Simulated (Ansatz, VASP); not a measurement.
## SiC in VASP and in Ansatz

```
Si C
1.0
     0.00000    2.17400    2.17400
     2.17400    0.00000    2.17400
     2.17400    2.17400    0.00000
Si C
1 1
Direct
  0.94825 0.94825 0.97857
  0.75000 0.75000 0.75000
```

Alike in both runs: task single point; functional PBE; k mesh 12 × 12 × 12; occupations gaussian, width 0.05 eV; no spin polarisation.

```csv
,VASP,Ansatz
version,VASP 6.6.1,Ansatz 0.2.0
potentials or method,"VASP PAW PBE potentials, release 64 (Si, C), cutoff 520 eV","scalar-relativistic, plane waves, PAW"
valence electrons in the cell,8,8
```

|  | VASP | Ansatz | Ansatz less VASP |
| --- | --- | --- | --- |
| gap on the k mesh at the Fermi level (eV) | 0.33 | 0.34 | +0.005 |
| least direct gap on the mesh (eV) | 3.91 | 3.91 | +0.003 |
| pressure (GPa) | 24.2 | 24.4 | +0.17 |
| traceless stress, the component that is largest in VASP (GPa) | 29.75 | 29.83 | +0.077 |
| rms of the force components (eV/Å) | 6.584 | 6.595 | +0.0103 |

Atom by atom the forces differ by 0.010 eV/Å (rms over components). The functional is the same, so the differences come from potentials, cutoffs and numerics.
